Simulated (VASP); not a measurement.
# Ge in VASP: single point with PBEsol

Aim: the single point of Ge with PBEsol.

Everything below comes from runs of VASP 6.6.1. Logs are shortened: lines on timing, memory, paths and dates and some standing lists are left out, and cuts for length are marked.

### Step 1. The cell of the first run

The cell holds a slab with vacuum, 7 atoms: a = 4.013 Å, b = 4.013 Å, c = 26.373 Å, α = 90.00°, β = 90.00°, γ = 120.00°.

### Step 2. Single point, PBEsol

Input file INCAR:

```
ALGO = Normal ; DIPOL = 0.5 0.5 0.496
EDIFF = 1E-6 ; ENCUT = 520
GGA = PS ; IDIPOL = 3
ISIF = 2 ; ISMEAR = 0
LASPH = True ; LCHARG = True
LDIPOL = True ; LELF = True
LREAL = False ; LVACPOTAV = True
LVHAR = True ; LWAVE = False
NBANDS = 58 ; NELM = 80
PREC = Accurate ; SIGMA = 0.1
```

Input file KPOINTS:

```
k-points
0
Gamma
  9 9 1
```

Input file POSCAR:

```
Ge
1.0
    4.0133694130      0.0000000000      0.0000000000
   -2.0066847065      3.4756798664      0.0000000000
    0.0000000000      0.0000000000     26.3730304083
Ge
7
Direct
    0.3333333333      0.6666666666      0.3222989496
    0.0000000000      0.0000000000      0.3533619556
    0.0000000000      0.0000000000      0.4465509735
    0.6665056770      0.3332528385      0.4771993266
    0.6725156383      0.3362578191      0.5728422284
    0.3384135517      0.6692067759      0.6225105151
   -0.3284918496      0.3357540752      0.6763133344
```

Potentials or basis: VASP PAW PBE potentials, release 64 (Ge_d).

Command:

```
$ cat potpaw_PBE.64/Ge_d/POTCAR > POTCAR
$ mpirun -np 1 vasp_std > vasp.out
```

OUTCAR:

```text
EDIFF = 1E-6
   ENCUT = 520
   GGA = PS
   ISIF = 2
   ISMEAR = 0
   LASPH = True
   LREAL = False
   NELM = 80
   PREC = Accurate

 ion  position               nearest neighbor table
   1  0.333  0.667  0.322-   2 2.46   2 2.46   2 2.46
   2  0.000  0.000  0.353-   3 2.46   1 2.46   1 2.46   1 2.46
   3  0.000  0.000  0.447-   4 2.45   4 2.45   4 2.45   2 2.46
   4  0.667  0.333  0.477-   3 2.45   3 2.45   3 2.45   5 2.52
   5  0.673  0.336  0.573-   4 2.52   6 2.66   6 2.66   6 2.66   7 2.73
   6  0.338  0.669  0.623-   5 2.66   5 2.66   5 2.66   7 2.72   7 2.72   7 2.72
   7  0.672  0.336  0.676-   6 2.72   6 2.72   6 2.72   5 2.73

  LATTYP: Found a hexagonal cell.
 ALAT       =     4.0133694130
 C/A-ratio  =     6.5712940162

  Lattice vectors:

 A1 = (   4.0133694130,   0.0000000000,   0.0000000000)
 A2 = (  -2.0066847065,   3.4756798664,   0.0000000000)
 A3 = (   0.0000000000,   0.0000000000,  26.3730304083)

Analysis of symmetry for initial positions (statically):
=====================================================================
 Subroutine PRICEL returns:
 Original cell was already a primitive cell.

 Routine SETGRP: Setting up the symmetry group for a
 hexagonal supercell.

 Subroutine GETGRP returns: Found  2 space group operations
 (whereof  2 operations were pure point group operations)
 out of a pool of 24 trial point group operations.

The static configuration has the point symmetry C_1h.

Analysis of symmetry for dynamics (positions and initial velocities):
=====================================================================
 Subroutine PRICEL returns:
 Original cell was already a primitive cell.

 Routine SETGRP: Setting up the symmetry group for a
 hexagonal supercell.

 Subroutine GETGRP returns: Found  2 space group operations
 (whereof  2 operations were pure point group operations)
 out of a pool of 24 trial point group operations.

The dynamic configuration has the point symmetry C_1h.

 Subroutine INISYM returns: Found  2 space group operations
 (whereof  2 operations are pure point group operations),
 and found     1 'primitive' translations

----------------------------------------------------------------------------------------

                                     Primitive cell

  volume of cell :     367.8823

  direct lattice vectors                    reciprocal lattice vectors
     4.013369413  0.000000000  0.000000000     0.249167195  0.143856747  0.000000000
    -2.006684707  3.475679866  0.000000000     0.000000000  0.287713494  0.000000000
     0.000000000  0.000000000 26.373030408     0.000000000  0.000000000  0.037917523

  length of vectors
     4.013369413  4.013369413 26.373030408     0.287713494  0.287713494  0.037917523

  position of ions in fractional coordinates (direct lattice)
     0.333333333  0.666666667  0.322298950
     0.000000000  0.000000000  0.353361956
     0.000000000  0.000000000  0.446550974
     0.666505677  0.333252839  0.477199327
     0.672515638  0.336257819  0.572842228
     0.338413552  0.669206776  0.622510515
     0.671508150  0.335754075  0.676313334

  ion indices of the primitive-cell ions
   primitive index   ion index
                 1           1
                 2           2
                 3           3
                 4           4
                 5           5
                 6           6
                 7           7

----------------------------------------------------------------------------------------

 KPOINTS: k-points

Automatic generation of k-mesh.
 Grid dimensions read from file:
 generate k-points for:    9    9    1

 Generating k-lattice:

  Cartesian coordinates                     Fractional coordinates (reciprocal lattice)
     0.027685244  0.015984083  0.000000000     0.111111111  0.000000000  0.000000000
     0.000000000  0.031968166  0.000000000     0.000000000  0.111111111  0.000000000
     0.000000000  0.000000000  0.037917523     0.000000000  0.000000000  1.000000000

  Length of vectors
     0.031968166  0.031968166  0.037917523

  Shift w.r.t. Gamma in fractional coordinates (k-lattice)
     0.000000000  0.000000000  0.000000000

 Subroutine IBZKPT returns following result:
 ===========================================

 Found     25 irreducible k-points:

 Following reciprocal coordinates:
            Coordinates               Weight
  0.000000  0.000000  0.000000      1.000000
  0.111111  0.000000  0.000000      2.000000
  0.000000  0.111111  0.000000      4.000000
  0.222222  0.000000  0.000000      2.000000
  0.000000  0.222222  0.000000      4.000000
  0.333333  0.000000  0.000000      2.000000
[... 16 lines left out ...]
 -0.222222 -0.444444  0.000000      4.000000
  0.444444  0.333333  0.000000      4.000000
   k-points           NKPTS =     25   k-points in BZ     NKDIM =     25   number of bands    NBANDS=     58
   number of dos      NEDOS =    301   number of ions     NIONS =      7
   total plane-waves  NPLWV = 176400
   dimension x,y,z NGX =    30 NGY =   30 NGZ =  196
   dimension x,y,z NGXF=    60 NGYF=   60 NGZF=  392
   ions per type =               7
   NGX,Y,Z   is equivalent  to a cutoff of  12.43, 12.43, 12.36 a.u.
   NGXF,Y,Z  is equivalent  to a cutoff of  24.85, 24.85, 24.71 a.u.
 SYSTEM =  unknown system
   PREC   = accura    normal or accurate (medium, high low for compatibility)
   ISTART =      0    job   : 0-new  1-cont  2-samecut
   ICHARG =      2    charge: 1-file 2-atom 10-const
   ISPIN  =      1    spin polarized calculation?
   LNONCOLLINEAR =      F non collinear calculations
   LSORBIT =      F    spin-orbit coupling
   LASPH  =      T    aspherical Exc in radial PAW
   ENCUT  =  520.0 eV  38.22 Ry    6.18 a.u.   7.46  7.46 49.04*2*pi/ulx,y,z
   NELM   =     80;   NELMIN=  2; NELMDL= -5     # of ELM steps
   EDIFF  = 0.1E-05   stopping-criterion for ELM
   LREAL  =      F    real-space projection
   EDIFFG = 0.1E-04   stopping-criterion for IOM
   NSW    =      0    number of steps for IOM
   IBRION =     -1    ionic relax: 0-MD 1-quasi-New 2-CG
   NFREE  =      0    steps in history (QN), initial steepest desc. (CG)
   ISIF   =      2    stress and relaxation
   ISYM   =      2    0-nonsym 1-usesym 2-fastsym
   POTIM  = 0.5000    time-step for ionic-motion
   TEBEG  =    0.0;   TEEND  =   0.0 temperature during run
   PSTRESS=    0.0 pullay stress
   NELECT =      98.0000    total number of electrons
   NUPDOWN=      -1.0000    fix difference up-down
   EMIN   =  10.00;   EMAX   =-10.00  energy-range for DOS
   EFERMI =   0.00;   METHOD = LEGACY
   ISMEAR =     0;   SIGMA  =   0.10  broadening in eV -4-tet -1-fermi 0-gaus
   EFERMI_NEDOS =   21; number of points for ismear=-14 and -15
   IALGO  =     38    algorithm
   IMIX   =      4    mixing-type and parameters
     AMIX     =   0.40;   BMIX     =  1.00
     AMIX_MAG =   1.60;   BMIX_MAG =  1.00
  volume/ion in A,a.u.               =      52.55       354.66
  Fermi-wavevector in a.u.,A,eV,Ry     =   1.053369  1.990579 15.096838  1.109586
  Thomas-Fermi vector in A             =   2.188488
   LORBIT       =      0    0 simple, 1 ext, 2 COOP (PROOUT), +10 PAW based schemes
   GGA     = PS    functional components
   LHFCALC =     F    Hartree Fock is set to
   AEXX    =    0.0000 exact exchange contribution
   IVDW    =     0    specifies the selected vdW correction
   LEPSILON=     F    determine dielectric tensor
   LRPA    =     F    only Hartree local field effects (RPA)
 non-spin polarized calculation
 Gauss-broadening in eV      SIGMA  =   0.10
  energy-cutoff  :      520.00
  volume of cell :      367.88
 maximum number of plane-waves:      9971
 NGX is ok and might be reduce to    30
   NGX = 15   NGY = 15   NGZ = 99

 dipolmoment           0.000000      0.000000      0.022607 electrons x Angstroem

 number of electron      98.0000032 magnetization

 dipolmoment           0.000000      0.000000     -0.068699 electrons x Angstroem

 Free energy of the ion-electron system (eV)
  ---------------------------------------------------
  ext. energy  EPLUGINS =         0.00000000
  ---------------------------------------------------
  free energy    TOTEN  =       -31.95855626 eV

  energy without entropy =      -31.94340146  energy(sigma->0) =      -31.95097886

 E-fermi :  -0.5040     XC(G=0):  -4.9926

 val. band max:       -0.5062957711   @ k =   0.4444   0.0000   0.0000
 cond. band min:      -0.4627937520   @ k =   0.3333   0.2222   0.0000
 fundamental gap:      0.0435020191
 Fermi energy:        -0.5040165372

 k-point     1 :       0.0000    0.0000    0.0000
  band No.  band energies     occupation
      1     -25.4777      2.00000
      2     -25.4556      2.00000
      3     -25.4555      2.00000
      4     -25.4292      2.00000
      5     -25.4291      2.00000
      6     -25.3838      2.00000
[... 50 lines left out ...]
     57       3.0833      0.00000
     58       3.0912      0.00000

 k-point     2 :       0.1111    0.0000    0.0000
  band No.  band energies     occupation
      1     -25.4769      2.00000
      2     -25.4545      2.00000
      3     -25.4532      2.00000
      4     -25.4275      2.00000
      5     -25.4254      2.00000
      6     -25.3848      2.00000
[... 50 lines left out ...]
     57       2.8166      0.00000
     58       3.2804      0.00000

 k-point     3 :       0.0000    0.1111    0.0000
  band No.  band energies     occupation
      1     -25.4769      2.00000
      2     -25.4544      2.00000
      3     -25.4533      2.00000
      4     -25.4274      2.00000
      5     -25.4254      2.00000
      6     -25.3847      2.00000
[... 1216 lines left out ...]
      3     -25.4287      2.00000
      4     -25.4161      2.00000
      5     -25.3929      2.00000
      6     -25.3855      2.00000
[... 50 lines left out ...]
     57       3.8554      0.00000
     58       4.3193      0.00000

 k-point    24 :       0.4444    0.3333    0.0000
  band No.  band energies     occupation
      1     -25.4705      2.00000
      2     -25.4439      2.00000
      3     -25.4287      2.00000
      4     -25.4161      2.00000
      5     -25.3929      2.00000
      6     -25.3856      2.00000
[... 50 lines left out ...]
     57       3.8569      0.00000
     58       4.3209      0.00000

 [... further k-points ...]

------------------------ aborting loop because EDIFF is reached ----------------------------------------

  FORCE on cell =-STRESS in cart. coord.  units (eV):
  Direction    XX          YY          ZZ          XY          YZ          ZX
  --------------------------------------------------------------------------------------
  -------------------------------------------------------------------------------------
  Total       -2.7890608     -2.8007885      1.0187281      0.0101565     -0.0059584     -0.0103201
  in kB      -12.1467368    -12.1978125      4.4366987      0.0442329     -0.0259495     -0.0449456
  external PRESSURE =      -6.6359502 kB  Pullay stress =       0.0000000 kB

 VOLUME and BASIS-vectors are now :
 -----------------------------------------------------------------------------
  energy-cutoff  :      520.00
  volume of cell :      367.88
      direct lattice vectors                 reciprocal lattice vectors
     4.013369413  0.000000000  0.000000000     0.249167195  0.143856747  0.000000000
    -2.006684707  3.475679866  0.000000000     0.000000000  0.287713494  0.000000000
     0.000000000  0.000000000 26.373030408     0.000000000  0.000000000  0.037917523

 POSITION                                       TOTAL-FORCE (eV/Angst)
 -----------------------------------------------------------------------------------
     -0.00000      2.31712      8.50000         0.002509      0.001449      0.032080
      0.00000      0.00000      9.31923        -0.000194     -0.000112     -0.468417
      0.00000      0.00000     11.77690        -0.005145     -0.002970      0.433243
      2.00620      1.15828     12.58519         0.006480      0.003741      0.004535
      2.02429      1.16872     15.10759        -0.004526     -0.002613     -0.012212
      0.01529      2.32595     16.41749         0.003590      0.002072      0.004048
      2.02126      1.16697     17.83643        -0.002714     -0.001567      0.006724
 -----------------------------------------------------------------------------------
    total drift:                               -0.002167     -0.001240      0.003870

  FREE ENERGIE OF THE ION-ELECTRON SYSTEM (eV)
  ---------------------------------------------------
  free  energy   TOTEN  =       -31.9585562644 eV

  energy  without entropy=      -31.9434014588  energy(sigma->0) =      -31.95097886

 vacuum level on the upper side and lower side of the slab         3.525         4.416
```

It took 18 min on 1 thread of Intel Xeon Platinum 8488C (Sapphire Rapids), shared host; peak memory 0.64 GiB.

Results:

```
Free energy            : -31.9586 eV
Largest force          : 0.468 eV/Å
Band gap on the k mesh : zero (bands 49 and 50 overlap by 0.45 eV)
```

Forces on the atoms (eV/Å):
```
Ge   0.003  0.001  0.032
Ge   0.000  0.000 -0.468
Ge  -0.005 -0.003  0.433
Ge   0.006  0.004  0.005
Ge  -0.005 -0.003 -0.012
Ge   0.004  0.002  0.004
Ge  -0.003 -0.002  0.007
```

Caveat: the PAW data sets were made with another functional, which shifts forces and pressure a little.
